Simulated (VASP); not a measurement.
# Ti in VASP: further runs

Runs on Ti. Level: PBE. Tasks: single point.

Everything below comes from runs of VASP 6.6.1. Logs are shortened: lines on timing, memory, paths and dates and some standing lists are left out, and cuts for length are marked.

### Step 1. The cell of the first run

The cell holds a slab with vacuum, 6 atoms: a = 2.938 Å, b = 4.650 Å, c = 21.284 Å, α = 90.00°, β = 90.00°, γ = 90.00°.

### Step 2. Single point, PBE

Contents of INCAR:

```
SYSTEM = Ti
PREC = Accurate ; ENCUT = 520
EDIFF = 1E-7 ; ISMEAR = 0
SIGMA = 0.1 ; LREAL = .FALSE.
LASPH = .TRUE. ; NELM = 80
ALGO = Normal ; ISIF = 2
LWAVE = .FALSE. ; LCHARG = .FALSE.
LDIPOL = .TRUE. ; IDIPOL = 3
DIPOL = 0.5 0.5 0.325 ; GGA = PE
NBANDS = 45
```

Contents of KPOINTS:

```
Automatic mesh
0
G
  9 6 1
  0 0 0
```

Contents of POSCAR:

```
Ti
1.0
    2.9381632086      0.0000000000      0.0000000000
    0.0000000000      4.6504654178      0.0000000000
    0.0000000000      0.0000000000     21.2842240647
Ti
6
Direct
    0.0000000000      0.7500000000      0.1879326203
    0.5000000000      0.2500000000      0.2277825419
    0.5000000000      0.7500000000      0.3074823851
    0.0000000000      0.2500000000      0.3461291958
    0.0000000000      0.7500000000      0.4220680041
    0.5000000000      0.2500000000      0.4596937166
```

Potentials or basis: VASP PAW PBE potentials, release 64 (Ti_sv).

Started as:

```sh
> cat potpaw_PBE.64/Ti_sv/POTCAR > POTCAR
> mpirun -np 1 vasp_std > vasp.out
```

OUTCAR:

```text
SYSTEM = Ti
   PREC = Accurate
   ENCUT = 520
   EDIFF = 1E-7
   ISMEAR = 0
   LREAL = .FALSE.
   LASPH = .TRUE.
   NELM = 80
   ISIF = 2
   GGA = PE

 ion  position               nearest neighbor table
   1  0.000  0.750  0.188-   2 2.88   2 2.88   2 2.88   2 2.88
   2  0.500  0.250  0.228-   1 2.88   1 2.88   1 2.88   1 2.88   3 2.88   3 2.88   4 2.92   4 2.92

   3  0.500  0.750  0.307-   5 2.85   5 2.85   4 2.87   4 2.87   4 2.87   4 2.87   2 2.88   2 2.88

   4  0.000  0.250  0.346-   6 2.83   6 2.83   5 2.83   5 2.83   3 2.87   3 2.87   3 2.87   3 2.87
                             2 2.92   2 2.92
   5  0.000  0.750  0.422-   4 2.83   4 2.83   3 2.85   3 2.85   6 2.86   6 2.86   6 2.86   6 2.86

   6  0.500  0.250  0.460-   4 2.83   4 2.83   5 2.86   5 2.86   5 2.86   5 2.86

  LATTYP: Found a simple orthorhombic cell.
 ALAT       =     2.9381632086
 B/A-ratio  =     1.5827798143
 C/A-ratio  =     7.2440577849

  Lattice vectors:

 A1 = (   2.9381632086,   0.0000000000,   0.0000000000)
 A2 = (   0.0000000000,   4.6504654178,   0.0000000000)
 A3 = (   0.0000000000,   0.0000000000,  21.2842240647)

Analysis of symmetry for initial positions (statically):
=====================================================================
 Subroutine PRICEL returns:
 Original cell was already a primitive cell.

 Routine SETGRP: Setting up the symmetry group for a
 simple orthorhombic supercell.

 Subroutine GETGRP returns: Found  4 space group operations
 (whereof  2 operations were pure point group operations)
 out of a pool of  8 trial point group operations.

The static configuration has the point symmetry C_1h.
 The point group associated with its full space group is C_2v.

Analysis of symmetry for dynamics (positions and initial velocities):
=====================================================================
 Subroutine PRICEL returns:
 Original cell was already a primitive cell.

 Routine SETGRP: Setting up the symmetry group for a
 simple orthorhombic supercell.

 Subroutine GETGRP returns: Found  4 space group operations
 (whereof  2 operations were pure point group operations)
 out of a pool of  8 trial point group operations.

The dynamic configuration has the point symmetry C_1h.
 The point group associated with its full space group is C_2v.

 Subroutine INISYM returns: Found  4 space group operations
 (whereof  2 operations are pure point group operations),
 and found     1 'primitive' translations

----------------------------------------------------------------------------------------

                                     Primitive cell

  volume of cell :     290.8239

  direct lattice vectors                    reciprocal lattice vectors
     2.938163209  0.000000000  0.000000000     0.340348690  0.000000000  0.000000000
     0.000000000  4.650465418  0.000000000     0.000000000  0.215032241  0.000000000
     0.000000000  0.000000000 21.284224065     0.000000000  0.000000000  0.046983155

  length of vectors
     2.938163209  4.650465418 21.284224065     0.340348690  0.215032241  0.046983155

  position of ions in fractional coordinates (direct lattice)
     0.000000000  0.750000000  0.187932620
     0.500000000  0.250000000  0.227782542
     0.500000000  0.750000000  0.307482385
     0.000000000  0.250000000  0.346129196
     0.000000000  0.750000000  0.422068004
     0.500000000  0.250000000  0.459693717

  ion indices of the primitive-cell ions
   primitive index   ion index
                 1           1
                 2           2
                 3           3
                 4           4
                 5           5
                 6           6

----------------------------------------------------------------------------------------

 KPOINTS: Automatic mesh

Automatic generation of k-mesh.
 Grid dimensions read from file:
 generate k-points for:    9    6    1

 Generating k-lattice:

  Cartesian coordinates                     Fractional coordinates (reciprocal lattice)
     0.037816521  0.000000000  0.000000000     0.111111111  0.000000000  0.000000000
     0.000000000  0.035838707  0.000000000     0.000000000  0.166666667  0.000000000
     0.000000000  0.000000000  0.046983155     0.000000000  0.000000000  1.000000000

  Length of vectors
     0.037816521  0.035838707  0.046983155

  Shift w.r.t. Gamma in fractional coordinates (k-lattice)
     0.000000000  0.000000000  0.000000000

 Subroutine IBZKPT returns following result:
 ===========================================

 Found     20 irreducible k-points:

 Following reciprocal coordinates:
            Coordinates               Weight
  0.000000  0.000000  0.000000      1.000000
  0.111111  0.000000  0.000000      2.000000
  0.222222  0.000000  0.000000      2.000000
  0.333333  0.000000  0.000000      2.000000
  0.444444  0.000000  0.000000      2.000000
  0.000000  0.166667  0.000000      2.000000
[... 12 lines left out ...]
  0.333333  0.500000  0.000000      2.000000
  0.444444  0.500000  0.000000      2.000000
   k-points           NKPTS =     20   k-points in BZ     NKDIM =     20   number of bands    NBANDS=     45
   number of dos      NEDOS =    301   number of ions     NIONS =      6
   total plane-waves  NPLWV = 138240
   dimension x,y,z NGX =    24 NGY =   36 NGZ =  160
   dimension x,y,z NGXF=    48 NGYF=   72 NGZF=  320
   ions per type =               6
   NGX,Y,Z   is equivalent  to a cutoff of  13.58, 12.87, 12.50 a.u.
   NGXF,Y,Z  is equivalent  to a cutoff of  27.16, 25.74, 24.99 a.u.
 SYSTEM =  Ti
   PREC   = accura    normal or accurate (medium, high low for compatibility)
   ISTART =      0    job   : 0-new  1-cont  2-samecut
   ICHARG =      2    charge: 1-file 2-atom 10-const
   ISPIN  =      1    spin polarized calculation?
   LNONCOLLINEAR =      F non collinear calculations
   LSORBIT =      F    spin-orbit coupling
   LASPH  =      T    aspherical Exc in radial PAW
   ENCUT  =  520.0 eV  38.22 Ry    6.18 a.u.   5.46  8.65 39.57*2*pi/ulx,y,z
   NELM   =     80;   NELMIN=  2; NELMDL= -5     # of ELM steps
   EDIFF  = 0.1E-06   stopping-criterion for ELM
   LREAL  =      F    real-space projection
   EDIFFG = 0.1E-05   stopping-criterion for IOM
   NSW    =      0    number of steps for IOM
   IBRION =     -1    ionic relax: 0-MD 1-quasi-New 2-CG
   NFREE  =      0    steps in history (QN), initial steepest desc. (CG)
   ISIF   =      2    stress and relaxation
   ISYM   =      2    0-nonsym 1-usesym 2-fastsym
   POTIM  = 0.5000    time-step for ionic-motion
   TEBEG  =    0.0;   TEEND  =   0.0 temperature during run
   PSTRESS=    0.0 pullay stress
   NELECT =      72.0000    total number of electrons
   NUPDOWN=      -1.0000    fix difference up-down
   EMIN   =  10.00;   EMAX   =-10.00  energy-range for DOS
   EFERMI =   0.00;   METHOD = LEGACY
   ISMEAR =     0;   SIGMA  =   0.10  broadening in eV -4-tet -1-fermi 0-gaus
   EFERMI_NEDOS =   21; number of points for ismear=-14 and -15
   IALGO  =     38    algorithm
   IMIX   =      4    mixing-type and parameters
     AMIX     =   0.40;   BMIX     =  1.00
     AMIX_MAG =   1.60;   BMIX_MAG =  1.00
  volume/ion in A,a.u.               =      48.47       327.10
  Fermi-wavevector in a.u.,A,eV,Ry     =   1.027959  1.942560 14.377260  1.056699
  Thomas-Fermi vector in A             =   2.161930
   LORBIT       =      0    0 simple, 1 ext, 2 COOP (PROOUT), +10 PAW based schemes
   GGA     = PE    functional components
   LHFCALC =     F    Hartree Fock is set to
   AEXX    =    0.0000 exact exchange contribution
   IVDW    =     0    specifies the selected vdW correction
   LEPSILON=     F    determine dielectric tensor
   LRPA    =     F    only Hartree local field effects (RPA)
 non-spin polarized calculation
 Gauss-broadening in eV      SIGMA  =   0.10
  energy-cutoff  :      520.00
  volume of cell :      290.82
 maximum number of plane-waves:      7881
 NGX is ok and might be reduce to    24
   NGX = 11   NGY = 17   NGZ = 79

 dipolmoment           0.000000      0.000000     -0.005152 electrons x Angstroem

 number of electron      72.0000011 magnetization

 dipolmoment           0.000000      0.000000      0.010812 electrons x Angstroem

 Free energy of the ion-electron system (eV)
  ---------------------------------------------------
  ext. energy  EPLUGINS =         0.00000000
  ---------------------------------------------------
  free energy    TOTEN  =       -43.59876480 eV

  energy without entropy =      -43.54053463  energy(sigma->0) =      -43.56964971

 E-fermi :   0.6744     XC(G=0):  -5.0832

 val. band max:        0.6711644787   @ k =   0.2222   0.1667   0.0000
 cond. band min:       0.6767872029   @ k =   0.0000   0.5000   0.0000
 fundamental gap:      0.0056227242
 Fermi energy:         0.6743719618

 k-point     1 :       0.0000    0.0000    0.0000
  band No.  band energies     occupation
      1     -56.3858      2.00000
      2     -56.3173      2.00000
      3     -56.1616      2.00000
      4     -56.0866      2.00000
      5     -56.0415      2.00000
      6     -56.0246      2.00000
[... 37 lines left out ...]
     44       1.7808      0.00000
     45       1.8027      0.00000

 k-point     2 :       0.1111    0.0000    0.0000
  band No.  band energies     occupation
      1     -56.3807      2.00000
      2     -56.3117      2.00000
      3     -56.1555      2.00000
      4     -56.0829      2.00000
      5     -56.0407      2.00000
      6     -56.0212      2.00000
[... 37 lines left out ...]
     44       1.7924      0.00000
     45       1.8750      0.00000

 k-point     3 :       0.2222    0.0000    0.0000
  band No.  band energies     occupation
      1     -56.3677      2.00000
      2     -56.2973      2.00000
      3     -56.1393      2.00000
      4     -56.0734      2.00000
      5     -56.0398      2.00000
      6     -56.0123      2.00000
[... 805 lines left out ...]
     44       1.6191      0.00000
     45       2.1294      0.00000

 k-point    20 :       0.4444    0.5000    0.0000
  band No.  band energies     occupation
      1     -56.3429      2.00000
      2     -56.2698      2.00000
      3     -56.0864      2.00000
      4     -56.0673      2.00000
      5     -56.0259      2.00000
      6     -56.0188      2.00000
[... 37 lines left out ...]
     44       2.1226      0.00000
     45       2.2996      0.00000

------------------------ aborting loop because EDIFF is reached ----------------------------------------

 vacuum level on the upper side and lower side of the slab       (xc-potential included)        -0.057        -0.193

  FORCE on cell =-STRESS in cart. coord.  units (eV):
  Direction    XX          YY          ZZ          XY          YZ          ZX
  --------------------------------------------------------------------------------------
  -------------------------------------------------------------------------------------
  Total       -2.8360139     -2.6789573     -1.1138400      0.0000000      0.0000000      0.0000000
  in kB      -15.6238761    -14.7586359     -6.1362525      0.0000000      0.0000000      0.0000000
  external PRESSURE =     -12.1729215 kB  Pullay stress =       0.0000000 kB

 VOLUME and BASIS-vectors are now :
 -----------------------------------------------------------------------------
  energy-cutoff  :      520.00
  volume of cell :      290.82
      direct lattice vectors                 reciprocal lattice vectors
     2.938163209  0.000000000  0.000000000     0.340348690  0.000000000  0.000000000
     0.000000000  4.650465418  0.000000000     0.000000000  0.215032241  0.000000000
     0.000000000  0.000000000 21.284224065     0.000000000  0.000000000  0.046983155

 POSITION                                       TOTAL-FORCE (eV/Angst)
 -----------------------------------------------------------------------------------
      0.00000      3.48785      4.00000         0.000000      0.000000      0.333669
      1.46908      1.16262      4.84817         0.000000      0.000000      0.085993
      1.46908      3.48785      6.54452         0.000000      0.000000     -0.376775
      0.00000      1.16262      7.36709         0.000000      0.000000     -0.020641
      0.00000      3.48785      8.98339         0.000000      0.000000     -0.004254
      1.46908      1.16262      9.78422         0.000000      0.000000     -0.017992
 -----------------------------------------------------------------------------------
    total drift:                                0.000000     -0.000000      0.000142

  FREE ENERGIE OF THE ION-ELECTRON SYSTEM (eV)
  ---------------------------------------------------
  free  energy   TOTEN  =       -43.5987647996 eV

  energy  without entropy=      -43.5405346300  energy(sigma->0) =      -43.56964971

 vacuum level on the upper side and lower side of the slab         4.437         4.297
```

It took 7.6 min on 1 thread of Intel Xeon Platinum 8488C (Sapphire Rapids), shared host; peak memory 0.43 GiB.

Results:

```
Free energy            : -43.5988 eV
Largest force          : 0.377 eV/Å
Band gap on the k mesh : zero (bands 36 and 37 overlap by 0.37 eV)
```

Forces in eV/Å, atoms in the order of the input:
```
Ti   0.000  0.000  0.334
Ti   0.000  0.000  0.086
Ti   0.000  0.000 -0.377
Ti   0.000  0.000 -0.021
Ti   0.000  0.000 -0.004
Ti   0.000  0.000 -0.018
```

Levels at points of the mesh, in eV from the Fermi level:
```
           k point  band 34  band 35  band 36  band 37  band 38  band 39
(0.00, 0.00, 0.00)    -0.42     0.01     0.19     0.52     0.54     0.72
(0.00, 0.50, 0.00)    -0.67     0.00     0.03     0.19     0.21     0.44
```

### Step 3. Single point, PBE

This run uses another cell than the first one.

Contents of INCAR:

```
  PREC = Accurate
  ENCUT = 520
  EDIFF = 1E-6
  ISMEAR = 0
  SIGMA = 0.1
  LREAL = False
  LASPH = True
  NELM = 80
  ALGO = Normal
  ISIF = 2
  LWAVE = False
  LCHARG = False
  LDIPOL = True
  IDIPOL = 3
  DIPOL = 0.5 0.5 0.498
  GGA = PE
  NBANDS = 45
```

Contents of KPOINTS:

```
regular mesh
0
Gamma
  10 6 1
```

Contents of POSCAR:

```
Ti
1.0
    2.9381632086      0.0000000000      0.0000000000
    0.0000000000      4.6504654178      0.0000000000
    0.0000000000      0.0000000000     19.9372226179
Ti
6
Direct
    0.0000000000      0.7500000000      0.3511020634
    0.5000000000      0.2500000000      0.3936443310
    0.5000000000      0.7500000000      0.4787288662
    0.0000000000      0.2500000000      0.5199867383
    0.0000000000      0.7500000000      0.6010561350
    0.5000000000      0.2500000000      0.6412239212
```

Potentials or basis: VASP PAW PBE potentials, release 64 (Ti_sv).

Started as:

```sh
> cat potpaw_PBE.64/Ti_sv/POTCAR > POTCAR
> mpirun -np 1 vasp_std > vasp.out
```

Wall time 8.3 min (1 thread of Intel Xeon Platinum 8488C (Sapphire Rapids), shared host); peak memory 0.47 GiB.

It converged, with:

```
Free energy            : -43.6022 eV
Largest force          : 0.398 eV/Å
Band gap on the k mesh : zero (bands 36 and 37 overlap by 0.36 eV)
```

Forces on the atoms (eV/Å):
```
Ti   0.000  0.000  0.340
Ti   0.000  0.000  0.082
Ti   0.000  0.000 -0.398
Ti   0.000  0.000 -0.008
Ti   0.000  0.000  0.001
Ti   0.000  0.000 -0.017
```

Levels at points of the mesh, in eV from the Fermi level:
```tsv
k point	band 34	band 35	band 36	band 37	band 38	band 39
(0.00, 0.00, 0.00)	-0.42	0.01	0.19	0.52	0.54	0.71
(0.50, 0.00, 0.00)	-0.99	-0.78	-0.77	0.32	0.34	0.36
(0.00, 0.50, 0.00)	-0.67	0.00	0.03	0.19	0.21	0.45
(0.50, 0.50, 0.00)	-0.68	-0.40	-0.39	0.32	0.32	0.57
```

The gap in the log of VASP goes by the Fermi energy; the results here count the filled bands.